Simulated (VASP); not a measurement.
# Ti (P6/mmm) in VASP: relaxation of cell and atoms with PBEsol

Aim: the relaxation of cell and atoms of Ti with PBEsol.

All numbers are computed with VASP 6.6.1; they aren't measurements. Logs are shortened: lines on timing, memory, paths and dates and some standing lists are left out, and cuts for length are marked.

## 1. The cell of the first run

Symmetry: P6/mmm, No. 191, hexagonal system. The conventional cell has a = 4.684 Å, b = 4.684 Å, c = 2.374 Å, α = 90.00°, β = 90.00°, γ = 120.00°. Within 3.1 Å of Ti (site symmetry -6m2) lie 5 Ti at 2.37 to 2.70 Å.

## 2. Relaxation of cell and atoms, PBEsol

File INCAR:

```
SYSTEM = Ti
ALGO = Normal ; EDIFF = 1E-6
EDIFFG = -0.01 ; ENCUT = 600
GGA = PS ; IBRION = 2
ISIF = 3 ; ISMEAR = 0
LASPH = .TRUE. ; LCHARG = .FALSE.
LREAL = .FALSE. ; LWAVE = .FALSE.
NELM = 100 ; NSW = 100
PREC = Accurate ; SIGMA = 0.1
```

File KPOINTS:

```
k-points
0
G
  15 15 24
  0 0 0
```

File POSCAR:

```
Ti
1.0
    4.6837902718      0.0000000000      0.0000000000
   -2.3418951359      4.0562813613      0.0000000000
    0.0000000000      0.0000000000      2.3741198153
Ti
2
Direct
    0.3333333333      0.6666666667      0.0000000000
    0.6666666667      0.3333333333      0.0000000000
```

Potentials or basis: VASP PAW PBE potentials, release 64 (Ti_sv).

Command:

```bash
cat potpaw_PBE.64/Ti_sv/POTCAR > POTCAR
mpirun -np 1 vasp_std > vasp.out
```

OUTCAR:

```text
SYSTEM = Ti
   EDIFF = 1E-6
   EDIFFG = -0.01
   ENCUT = 600
   GGA = PS
   IBRION = 2
   ISIF = 3
   ISMEAR = 0
   LASPH = .TRUE.
   LREAL = .FALSE.
   NELM = 100
   NSW = 100
   PREC = Accurate

 ion  position               nearest neighbor table
   1  0.333  0.667  0.000-   2 2.70   2 2.70   2 2.70
   2  0.667  0.333  0.000-   1 2.70   1 2.70   1 2.70

  LATTYP: Found a hexagonal cell.
 ALAT       =     4.6837902718
 C/A-ratio  =     0.5068800432

  Lattice vectors:

 A1 = (   4.6837902718,   0.0000000000,   0.0000000000)
 A2 = (  -2.3418951359,   4.0562813613,   0.0000000000)
 A3 = (   0.0000000000,   0.0000000000,   2.3741198153)

Analysis of symmetry for initial positions (statically):
=====================================================================
 Subroutine PRICEL returns:
 Original cell was already a primitive cell.

 Routine SETGRP: Setting up the symmetry group for a
 hexagonal supercell.

 Subroutine GETGRP returns: Found 24 space group operations
 (whereof 24 operations were pure point group operations)
 out of a pool of 24 trial point group operations.

The static configuration has the point symmetry D_6h.

Analysis of symmetry for dynamics (positions and initial velocities):
=====================================================================
 Subroutine PRICEL returns:
 Original cell was already a primitive cell.

 Routine SETGRP: Setting up the symmetry group for a
 hexagonal supercell.

 Subroutine GETGRP returns: Found 24 space group operations
 (whereof 24 operations were pure point group operations)
 out of a pool of 24 trial point group operations.

The dynamic configuration has the point symmetry D_6h.

 Subroutine INISYM returns: Found 24 space group operations
 (whereof 24 operations are pure point group operations),
 and found     1 'primitive' translations

----------------------------------------------------------------------------------------

                                     Primitive cell

  volume of cell :      45.1054

  direct lattice vectors                    reciprocal lattice vectors
[... 141 lines left out ...]
  FORCE on cell =-STRESS in cart. coord.  units (eV):
  Direction    XX          YY          ZZ          XY          YZ          ZX
  --------------------------------------------------------------------------------------
  -------------------------------------------------------------------------------------
  Total       -0.0409156     -0.0409156      0.0548103      0.0000000      0.0000000      0.0000000
  in kB       -1.4533540     -1.4533540      1.9469046      0.0000000      0.0000000      0.0000000
  external PRESSURE =      -0.3199344 kB  Pullay stress =       0.0000000 kB

 VOLUME and BASIS-vectors are now :
 -----------------------------------------------------------------------------
  energy-cutoff  :      600.00
  volume of cell :       45.11
      direct lattice vectors                 reciprocal lattice vectors
     4.683790272  0.000000000  0.000000000     0.213502301  0.123265611  0.000000000
    -2.341895136  4.056281361  0.000000000     0.000000000  0.246531222  0.000000000
     0.000000000  0.000000000  2.374119815     0.000000000  0.000000000  0.421208733

 POSITION                                       TOTAL-FORCE (eV/Angst)
 -----------------------------------------------------------------------------------
     -0.00000      2.70419      0.00000         0.000000      0.000000      0.000000
      2.34190      1.35209      0.00000        -0.000000     -0.000000      0.000000
 -----------------------------------------------------------------------------------
    total drift:                                0.000000     -0.000000      0.000000

  FREE ENERGIE OF THE ION-ELECTRON SYSTEM (eV)
  ---------------------------------------------------
  free  energy   TOTEN  =       -13.7155615763 eV

  energy  without entropy=      -13.7002301276  energy(sigma->0) =      -13.70789585

--------------------------------------- Ionic step        2  -------------------------------------------

 number of electron      24.0000001 magnetization

 Free energy of the ion-electron system (eV)
  ---------------------------------------------------
  ext. energy  EPLUGINS =         0.00000000
  ---------------------------------------------------
  free energy    TOTEN  =       -13.71565523 eV

  energy without entropy =      -13.70035900  energy(sigma->0) =      -13.70800711

 E-fermi :   5.0669     XC(G=0): -10.0748

 val. band max:        5.0662826034   @ k =   0.0000   0.0000   0.1667
 cond. band min:       5.0687086186   @ k =   0.3333   0.1333   0.1667
 fundamental gap:      0.0024260153
 Fermi energy:         5.0668774069

 k-point     1 :       0.0000    0.0000    0.0000
  band No.  band energies     occupation
      1     -51.2903      2.00000
      2     -51.1419      2.00000
      3     -27.8279      2.00000
      4     -27.8279      2.00000
      5     -27.3508      2.00000
      6     -27.3508      2.00000
[... 433 lines left out ...]
      3     -27.8838      2.00000
      4     -27.6596      2.00000
      5     -27.5231      2.00000
      6     -27.2932      2.00000
[... 8 lines left out ...]
     15       6.6875      0.00000
     16       7.1380      0.00000

 [... further k-points ...]
[... 5 lines left out ...]
  --------------------------------------------------------------------------------------
  -------------------------------------------------------------------------------------
  Total       -0.0159567     -0.0159567     -0.0069328      0.0000000      0.0000000      0.0000000
  in kB       -0.5671636     -0.5671636     -0.2464188      0.0000000      0.0000000      0.0000000
  external PRESSURE =      -0.4602486 kB  Pullay stress =       0.0000000 kB

 VOLUME and BASIS-vectors are now :
 -----------------------------------------------------------------------------
  energy-cutoff  :      600.00
  volume of cell :       45.08
      direct lattice vectors                 reciprocal lattice vectors
     4.679167658  0.000000000  0.000000000     0.213713223  0.123387387 -0.000000000
    -2.339583829  4.052278060 -0.000000000    -0.000000000  0.246774773 -0.000000000
     0.000000000  0.000000000  2.377258633    -0.000000000  0.000000000  0.420652590

 POSITION                                       TOTAL-FORCE (eV/Angst)
 -----------------------------------------------------------------------------------
     -0.00000      2.70152     -0.00000         0.000000      0.000000      0.000000
      2.33958      1.35076     -0.00000        -0.000000     -0.000000     -0.000000
 -----------------------------------------------------------------------------------
    total drift:                                0.000000     -0.000000      0.000000

  FREE ENERGIE OF THE ION-ELECTRON SYSTEM (eV)
  ---------------------------------------------------
  free  energy   TOTEN  =       -13.7156552331 eV

  energy  without entropy=      -13.7003589963  energy(sigma->0) =      -13.70800711

 reached required accuracy - stopping structural energy minimisation
```

Wall time 2.3 min (1 thread of Intel Xeon 6975P-C (Granite Rapids), shared host); peak memory 0.39 GiB.

Results:

| Item | Value |
| --- | --- |
| Free energy | -13.7157 eV |
| Relaxed volume | 22.54 Å³/atom |
| Relaxed cell | a = 4.679 Å, b = 4.679 Å, c = 2.377 Å, α = 90.00°, β = 90.00°, γ = 120.00° |
| Space group after relaxing (to 0.05 Å) | P6/mmm (No. 191) |
| Energy gained by relaxing | 0.0 meV/atom |
| Ionic steps | 2 |
| Pressure after relaxing | 0.0 GPa |
| Band gap on the k mesh | zero (band 12 reaches 5.78 eV, above the bottom of band 13 at 4.38 eV) |

Final structure:
```xyz
2
Lattice="4.6792 0.0000 0.0000 -2.3396 4.0523 0.0000 0.0000 0.0000 2.3773" Properties=species:S:1:pos:R:3 pbc="T T T"
Ti    0.0000    2.7015    0.0000
Ti    2.3396    1.3508    0.0000
```

Caveat: the PAW data sets were made with another functional, which shifts forces and pressure a little.
